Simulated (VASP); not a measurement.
# Ba (Fm-3m) in VASP: notebook

Runs on Ba. Level: PBEsol. Tasks: single point.

Program: VASP 6.6.1. These are calculated values, not measurements. Logs are shortened: lines on timing, memory, paths and dates and some standing lists are left out, and cuts for length are marked.

**1. The cell of the first run**

The structure is cubic, space group Fm-3m (No. 225). Conventional cell: a = 6.244 Å, b = 6.244 Å, c = 6.244 Å, α = 90.00°, β = 90.00°, γ = 90.00°. Within 5.8 Å of Ba (site symmetry m-3m) lie 12 Ba at 4.42 Å.

This isn't the form of Ba at room conditions, which is bcc.

**2. Single point, PBEsol (60.86 Å³/atom)**

File INCAR:

```
SYSTEM = Ba
ALGO = Normal
EDIFF = 1E-6
ENCUT = 520
GGA = PS
ISIF = 2
ISMEAR = 0
LASPH = .TRUE.
LCHARG = .FALSE.
LREAL = .FALSE.
LWAVE = .FALSE.
NBANDS = 11
NELM = 80
PREC = Accurate
SIGMA = 0.15
```

File KPOINTS:

```
k-points
0
G
  14 14 14
  0 0 0
```

File POSCAR:

```
Ba
1.0
    0.0000000000      3.1219907031      3.1219907031
    3.1219907031      0.0000000000      3.1219907031
    3.1219907031      3.1219907031      0.0000000000
Ba
1
Direct
    0.0000000000      0.0000000000      0.0000000000
```

Potentials or basis: VASP PAW PBE potentials, release 64 (Ba_sv).

Started as:

```
$ cat potpaw_PBE.64/Ba_sv/POTCAR > POTCAR
$ mpirun -np 1 vasp_std > vasp.out
```

OUTCAR:

```text
SYSTEM = Ba
   EDIFF = 1E-6
   ENCUT = 520
   GGA = PS
   ISIF = 2
   ISMEAR = 0
   LASPH = .TRUE.
   LREAL = .FALSE.
   NELM = 80
   PREC = Accurate

 ion  position               nearest neighbor table
   1  0.000  0.000  0.000-

  LATTYP: Found a face centered cubic cell.
 ALAT       =     6.2439814062

  Lattice vectors:

 A1 = (   0.0000000000,   3.1219907031,   3.1219907031)
 A2 = (   3.1219907031,   0.0000000000,   3.1219907031)
 A3 = (   3.1219907031,   3.1219907031,   0.0000000000)

Analysis of symmetry for initial positions (statically):
=====================================================================
 Subroutine PRICEL returns:
 Original cell was already a primitive cell.

 Routine SETGRP: Setting up the symmetry group for a
 face centered cubic supercell.

 Subroutine GETGRP returns: Found 48 space group operations
 (whereof 48 operations were pure point group operations)
 out of a pool of 48 trial point group operations.

The static configuration has the point symmetry O_h .

Analysis of symmetry for dynamics (positions and initial velocities):
=====================================================================
 Subroutine PRICEL returns:
 Original cell was already a primitive cell.

 Routine SETGRP: Setting up the symmetry group for a
 face centered cubic supercell.

 Subroutine GETGRP returns: Found 48 space group operations
 (whereof 48 operations were pure point group operations)
 out of a pool of 48 trial point group operations.

The dynamic configuration has the point symmetry O_h .

 Subroutine INISYM returns: Found 48 space group operations
 (whereof 48 operations are pure point group operations),
 and found     1 'primitive' translations

----------------------------------------------------------------------------------------

                                     Primitive cell

  volume of cell :      60.8590

  direct lattice vectors                    reciprocal lattice vectors
     0.000000000  3.121990703  3.121990703    -0.160154225  0.160154225  0.160154225
     3.121990703  0.000000000  3.121990703     0.160154225 -0.160154225  0.160154225
     3.121990703  3.121990703  0.000000000     0.160154225  0.160154225 -0.160154225

  length of vectors
     4.415161594  4.415161594  4.415161594     0.277395254  0.277395254  0.277395254

  position of ions in fractional coordinates (direct lattice)
     0.000000000  0.000000000  0.000000000

  ion indices of the primitive-cell ions
   primitive index   ion index
                 1           1

----------------------------------------------------------------------------------------

 KPOINTS: k-points

Automatic generation of k-mesh.
 Grid dimensions read from file:
 generate k-points for:   14   14   14

 Generating k-lattice:

  Cartesian coordinates                     Fractional coordinates (reciprocal lattice)
    -0.011439587  0.011439587  0.011439587     0.071428571  0.000000000  0.000000000
     0.011439587 -0.011439587  0.011439587     0.000000000  0.071428571  0.000000000
     0.011439587  0.011439587 -0.011439587     0.000000000  0.000000000  0.071428571

  Length of vectors
     0.019813947  0.019813947  0.019813947

  Shift w.r.t. Gamma in fractional coordinates (k-lattice)
     0.000000000  0.000000000  0.000000000

 Subroutine IBZKPT returns following result:
 ===========================================

 Found    104 irreducible k-points:

 Following reciprocal coordinates:
            Coordinates               Weight
  0.000000  0.000000  0.000000      1.000000
  0.071429  0.000000  0.000000      8.000000
  0.142857  0.000000  0.000000      8.000000
  0.214286  0.000000  0.000000      8.000000
  0.285714  0.000000  0.000000      8.000000
  0.357143  0.000000  0.000000      8.000000
[... 16 lines left out ...]
  0.214286  0.142857  0.000000     24.000000
  0.285714  0.142857  0.000000     24.000000
 [... further k-points ...]
   k-points           NKPTS =    104   k-points in BZ     NKDIM =    104   number of bands    NBANDS=     11
   number of dos      NEDOS =    301   number of ions     NIONS =      1
   total plane-waves  NPLWV =  46656
   dimension x,y,z NGX =    36 NGY =   36 NGZ =   36
   dimension x,y,z NGXF=    72 NGYF=   72 NGZF=   72
   ions per type =               1
   NGX,Y,Z   is equivalent  to a cutoff of  13.56, 13.56, 13.56 a.u.
   NGXF,Y,Z  is equivalent  to a cutoff of  27.11, 27.11, 27.11 a.u.
 SYSTEM =  Ba
   PREC   = accura    normal or accurate (medium, high low for compatibility)
   ISTART =      0    job   : 0-new  1-cont  2-samecut
   ICHARG =      2    charge: 1-file 2-atom 10-const
   ISPIN  =      1    spin polarized calculation?
   LNONCOLLINEAR =      F non collinear calculations
   LSORBIT =      F    spin-orbit coupling
   LASPH  =      T    aspherical Exc in radial PAW
   ENCUT  =  520.0 eV  38.22 Ry    6.18 a.u.   8.21  8.21  8.21*2*pi/ulx,y,z
   NELM   =     80;   NELMIN=  2; NELMDL= -5     # of ELM steps
   EDIFF  = 0.1E-05   stopping-criterion for ELM
   LREAL  =      F    real-space projection
   EDIFFG = 0.1E-04   stopping-criterion for IOM
   NSW    =      0    number of steps for IOM
   IBRION =     -1    ionic relax: 0-MD 1-quasi-New 2-CG
   NFREE  =      0    steps in history (QN), initial steepest desc. (CG)
   ISIF   =      2    stress and relaxation
   ISYM   =      2    0-nonsym 1-usesym 2-fastsym
   POTIM  = 0.5000    time-step for ionic-motion
   TEBEG  =    0.0;   TEEND  =   0.0 temperature during run
   PSTRESS=    0.0 pullay stress
   NELECT =      10.0000    total number of electrons
   NUPDOWN=      -1.0000    fix difference up-down
   EMIN   =  10.00;   EMAX   =-10.00  energy-range for DOS
   EFERMI =   0.00;   METHOD = LEGACY
   ISMEAR =     0;   SIGMA  =   0.15  broadening in eV -4-tet -1-fermi 0-gaus
   EFERMI_NEDOS =   21; number of points for ismear=-14 and -15
   IALGO  =     38    algorithm
   IMIX   =      4    mixing-type and parameters
     AMIX     =   0.40;   BMIX     =  1.00
     AMIX_MAG =   1.60;   BMIX_MAG =  1.00
  volume/ion in A,a.u.               =      60.86       410.70
  Fermi-wavevector in a.u.,A,eV,Ry     =   0.896671  1.694463 10.939346  0.804019
  Thomas-Fermi vector in A             =   2.019159
   LORBIT       =      0    0 simple, 1 ext, 2 COOP (PROOUT), +10 PAW based schemes
   GGA     = PS    functional components
   LHFCALC =     F    Hartree Fock is set to
   AEXX    =    0.0000 exact exchange contribution
   IVDW    =     0    specifies the selected vdW correction
   LEPSILON=     F    determine dielectric tensor
   LRPA    =     F    only Hartree local field effects (RPA)
 non-spin polarized calculation
 Gauss-broadening in eV      SIGMA  =   0.15
  energy-cutoff  :      520.00
  volume of cell :       60.86
 maximum number of plane-waves:      1676
 NGX is ok and might be reduce to    36
   NGX = 17   NGY = 17   NGZ = 17

 number of electron      10.0000000 magnetization

 number of electron       9.9999999 magnetization

 Free energy of the ion-electron system (eV)
  ---------------------------------------------------
  ext. energy  EPLUGINS =         0.00000000
  ---------------------------------------------------
  free energy    TOTEN  =        -2.13924811 eV

  energy without entropy =       -2.12129759  energy(sigma->0) =       -2.13027285

 E-fermi :   1.6851     XC(G=0):  -7.6181

 val. band max:        1.6849001522   @ k =   0.5000   0.3571   0.0000
 cond. band min:       1.6856887366   @ k =  -0.4286   0.4286   0.0714
 fundamental gap:      0.0007885844
 Fermi energy:         1.6851082428

 k-point     1 :       0.0000    0.0000    0.0000
  band No.  band energies     occupation
      1     -27.1257      2.00000
      2     -12.0415      2.00000
      3     -12.0415      2.00000
      4     -12.0415      2.00000
      5      -1.1389      2.00000
      6       3.4840      0.00000
      7       3.4840      0.00000
      8       3.4840      0.00000
      9       5.1254      0.00000
     10       5.1254      0.00000
     11       7.7636      0.00000

 k-point     2 :       0.0714    0.0000    0.0000
  band No.  band energies     occupation
      1     -27.1234      2.00000
      2     -12.0693      2.00000
      3     -12.0449      2.00000
      4     -12.0449      2.00000
      5      -1.0437      2.00000
      6       3.3652      0.00000
      7       3.5305      0.00000
      8       3.5305      0.00000
      9       5.0589      0.00000
     10       5.0589      0.00000
     11       7.9979      0.00000

 k-point     3 :       0.1429    0.0000    0.0000
  band No.  band energies     occupation
      1     -27.1169      2.00000
      2     -12.1461      2.00000
      3     -12.0545      2.00000
      4     -12.0545      2.00000
      5      -0.7731      2.00000
      6       3.0903      0.00000
      7       3.6369      0.00000
      8       3.6369      0.00000
      9       4.9373      0.00000
     10       4.9373      0.00000
     11       8.4594      0.00000

 k-point     4 :       0.2143    0.0000    0.0000
  band No.  band energies     occupation
      1     -27.1074      2.00000
      2     -12.2540      2.00000
      3     -12.0683      2.00000
      4     -12.0683      2.00000
      5      -0.3732      2.00000
      6       2.8036      0.00000
      7       3.6924      0.00000
      8       3.6924      0.00000
      9       4.9521      0.00000
     10       4.9521      0.00000
     11       8.1754      0.00000
[... 239 lines left out ...]
 k-point    22 :       0.1429    0.1429    0.0000
  band No.  band energies     occupation
      1     -27.1139      2.00000
      2     -12.1434      2.00000
      3     -12.0773      2.00000
      4     -12.0773      2.00000
      5      -0.6511      2.00000
      6       2.9000      0.00000
      7       3.7852      0.00000
      8       3.7852      0.00000
      9       4.3196      0.00000
     10       5.3186      0.00000
     11       8.9026      0.00000

 k-point    23 :       0.2143    0.1429    0.0000
  band No.  band energies     occupation
      1     -27.1069      2.00000
      2     -12.2134      2.00000
      3     -12.0949      2.00000
      4     -12.0908      2.00000
      5      -0.3498      2.00000
      6       2.6631      0.00000
      7       3.7637      0.00000
      8       3.9281      0.00000
      9       4.2228      0.00000
     10       5.4112      0.00000
     11       9.2843      0.00000

 k-point    24 :       0.2857    0.1429    0.0000
  band No.  band energies     occupation
      1     -27.0977      2.00000
      2     -12.3082      2.00000
      3     -12.1122      2.00000
      4     -12.1070      2.00000
      5       0.0573      2.00000
      6       2.4611      0.00000
      7       3.4424      0.00000
      8       3.9768      0.00000
      9       4.5888      0.00000
     10       5.6124      0.00000
     11       8.8309      0.00000

 [... further k-points ...]
[... 5 lines left out ...]
  --------------------------------------------------------------------------------------
  -------------------------------------------------------------------------------------
  Total       -0.0943826     -0.0943826     -0.0943826     -0.0000000      0.0000000     -0.0000000
  in kB       -2.4847202     -2.4847202     -2.4847202     -0.0000000      0.0000000     -0.0000000
  external PRESSURE =      -2.4847202 kB  Pullay stress =       0.0000000 kB

 VOLUME and BASIS-vectors are now :
 -----------------------------------------------------------------------------
  energy-cutoff  :      520.00
  volume of cell :       60.86
      direct lattice vectors                 reciprocal lattice vectors
     0.000000000  3.121990703  3.121990703    -0.160154225  0.160154225  0.160154225
     3.121990703  0.000000000  3.121990703     0.160154225 -0.160154225  0.160154225
     3.121990703  3.121990703  0.000000000     0.160154225  0.160154225 -0.160154225

 POSITION                                       TOTAL-FORCE (eV/Angst)
 -----------------------------------------------------------------------------------
      0.00000      0.00000      0.00000         0.000000      0.000000      0.000000
 -----------------------------------------------------------------------------------
    total drift:                               -0.000000      0.000000      0.000000

  FREE ENERGIE OF THE ION-ELECTRON SYSTEM (eV)
  ---------------------------------------------------
  free  energy   TOTEN  =        -2.1392481098 eV

  energy  without entropy=       -2.1212975942  energy(sigma->0) =       -2.13027285
```

Wall time 19 s (1 thread of Intel Xeon 6975P-C (Granite Rapids), shared host); peak memory 0.24 GiB.

Results:

| Property | Result |
| --- | --- |
| Free energy | -2.1392 eV |
| Pressure | -0.2 GPa |
| Band gap on the k mesh | zero (bands 5 and 6 overlap by 0.34 eV) |

Levels at points of the mesh, in eV from the Fermi level:
```csv
k point,band 1,band 2,band 3,band 4,band 5,band 6,band 7,band 8,band 9,band 10
"(0.00, 0.00, 0.00)",-28.81,-13.73,-13.73,-13.73,-2.82,1.80,1.80,1.80,3.44,3.44
"(0.50, 0.00, 0.00)",-28.76,-14.25,-13.79,-13.79,-0.99,1.17,1.65,1.65,4.70,4.70
"(0.50, 0.50, 0.00)",-28.75,-14.21,-13.91,-13.91,-0.86,-0.22,2.20,4.72,5.09,5.09
```

Caveat: the PAW data sets were made with another functional, which shifts forces and pressure a little; spin-orbit coupling is left out, which moves the levels of the heavy elements.

**3. Single point, PBEsol (63.20 Å³/atom)**

This run uses another cell than the first one, of 63.20 Å³/atom.

File INCAR:

```
SYSTEM = Ba
PREC = Accurate ; ENCUT = 520
EDIFF = 1E-7 ; ISMEAR = 0
SIGMA = 0.15 ; LREAL = .FALSE.
LASPH = .TRUE. ; NELM = 80
ALGO = Normal ; ISIF = 2
LWAVE = .FALSE. ; LCHARG = .TRUE.
GGA = PS ; LELF = .TRUE.
LVHAR = .TRUE. ; NBANDS = 11
```

File KPOINTS:

```
regular mesh
0
G
  14 14 14
  0 0 0
```

File POSCAR:

```
Ba
1.0
    0.0000000000      3.1615182578      3.1615182578
    3.1615182578      0.0000000000      3.1615182578
    3.1615182578      3.1615182578      0.0000000000
Ba
1
Direct
    0.0000000000      0.0000000000      0.0000000000
```

Potentials or basis: VASP PAW PBE potentials, release 64 (Ba_sv).

Started as:

```
$ cat potpaw_PBE.64/Ba_sv/POTCAR > POTCAR
$ mpirun -np 1 vasp_std > vasp.out
```

OUTCAR:

```text
SYSTEM = Ba
   PREC = Accurate
   ENCUT = 520
   EDIFF = 1E-7
   ISMEAR = 0
   LREAL = .FALSE.
   LASPH = .TRUE.
   NELM = 80
   ISIF = 2
   GGA = PS

 ion  position               nearest neighbor table
   1  0.000  0.000  0.000-

  LATTYP: Found a face centered cubic cell.
 ALAT       =     6.3230365156

  Lattice vectors:

 A1 = (   0.0000000000,   3.1615182578,   3.1615182578)
 A2 = (   3.1615182578,   0.0000000000,   3.1615182578)
 A3 = (   3.1615182578,   3.1615182578,   0.0000000000)

Analysis of symmetry for initial positions (statically):
[... 507 lines left out ...]
      5      -0.0904      2.00000
      6       2.3317      0.00000
      7       3.2836      0.00000
      8       3.7908      0.00000
      9       4.3769      0.00000
     10       5.3585      0.00000
     11       8.5478      0.00000

 [... further k-points ...]
[... 5 lines left out ...]
  --------------------------------------------------------------------------------------
  -------------------------------------------------------------------------------------
  Total       -0.2129791     -0.2129791     -0.2129791     -0.0000000      0.0000000      0.0000000
  in kB       -5.3992126     -5.3992126     -5.3992126     -0.0000000      0.0000000      0.0000000
  external PRESSURE =      -5.3992126 kB  Pullay stress =       0.0000000 kB

 VOLUME and BASIS-vectors are now :
 -----------------------------------------------------------------------------
  energy-cutoff  :      520.00
  volume of cell :       63.20
      direct lattice vectors                 reciprocal lattice vectors
     0.000000000  3.161518258  3.161518258    -0.158151862  0.158151862  0.158151862
     3.161518258  0.000000000  3.161518258     0.158151862 -0.158151862  0.158151862
     3.161518258  3.161518258  0.000000000     0.158151862  0.158151862 -0.158151862

 POSITION                                       TOTAL-FORCE (eV/Angst)
 -----------------------------------------------------------------------------------
      0.00000      0.00000      0.00000         0.000000      0.000000      0.000000
 -----------------------------------------------------------------------------------
    total drift:                               -0.000000      0.000000      0.000000

  FREE ENERGIE OF THE ION-ELECTRON SYSTEM (eV)
  ---------------------------------------------------
  free  energy   TOTEN  =        -2.1334418394 eV

  energy  without entropy=       -2.1153658241  energy(sigma->0) =       -2.12440383
```

It took 22 s on 1 thread of Intel Xeon 6975P-C (Granite Rapids), shared host; peak memory 0.24 GiB.

Results:

```
Free energy            : -2.1334 eV
Pressure               : -0.5 GPa
Band gap on the k mesh : zero (bands 5 and 6 overlap by 0.28 eV)
```

Caveat: the PAW data sets were made with another functional, which shifts forces and pressure a little; spin-orbit coupling is left out, which moves the levels of the heavy elements.

**4. Single point, PBEsol (65.54 Å³/atom)**

This run uses another cell than the first one, of 65.54 Å³/atom.

File INCAR:

```
PREC = Accurate
ENCUT = 520
EDIFF = 1E-7
ISMEAR = 0
SIGMA = 0.15
LREAL = False
LASPH = True
NELM = 60
ALGO = Normal
ISIF = 2
LWAVE = False
LCHARG = False
GGA = PS
NBANDS = 11
```

File KPOINTS:

```
Automatic mesh
0
Gamma
  14 14 14
```

File POSCAR:

```
Ba
1.0
    0.0000000000      3.2000813781      3.2000813781
    3.2000813781      0.0000000000      3.2000813781
    3.2000813781      3.2000813781      0.0000000000
Ba
1
Direct
    0.0000000000      0.0000000000      0.0000000000
```

Started as:

```
$ cat potpaw_PBE.64/Ba_sv/POTCAR > POTCAR
$ mpirun -np 1 vasp_std > vasp.out
```

Wall time 21 s (1 thread of Intel Xeon 6975P-C (Granite Rapids), shared host); peak memory 0.24 GiB.

Results (log left out):

| Quantity | Value |
| --- | --- |
| Free energy | -2.1237 eV |
| Pressure | -0.8 GPa |
| Band gap on the k mesh | zero (bands 5 and 6 overlap by 0.22 eV) |

Levels at points of the mesh, in eV from the Fermi level:
```csv
k point,band 1,band 2,band 3,band 4,band 5,band 6,band 7,band 8,band 9,band 10
"(0.00, 0.00, 0.00)",-28.95,-13.91,-13.91,-13.91,-2.80,1.71,1.71,1.71,3.22,3.22
"(0.50, 0.00, 0.00)",-28.92,-14.32,-13.96,-13.96,-0.97,0.95,1.58,1.58,4.36,4.36
"(0.50, 0.50, 0.00)",-28.91,-14.29,-14.06,-14.06,-0.79,-0.16,1.90,4.38,4.71,4.71
```

Caveat: the PAW data sets were made with another functional, which shifts forces and pressure a little; spin-orbit coupling is left out, which moves the levels of the heavy elements.

**5. The runs side by side**

| cell | gap on the mesh (eV) | pressure (GPa) |
| --- | --- | --- |
| a = 4.415 Å, angles 60.0°, 1 atom | none | -0.2 |
| a = 4.471 Å, angles 60.0°, 1 atom | none | -0.5 |
| a = 4.526 Å, angles 60.0°, 1 atom | none | -0.8 |

Alike in all rows: task single point; level PBEsol; potentials or basis VASP PAW PBE potentials, release 64 (Ba_sv); no spin polarisation; k mesh 14 × 14 × 14; cutoff (eV) 520; smearing gaussian 0.15 eV.

Caveats: the PAW data sets were made with another functional, which shifts forces and pressure a little; spin-orbit coupling is left out, which moves the levels of the heavy elements.

Total energies depend on the potentials used, so only differences within one code and one set of settings carry meaning.
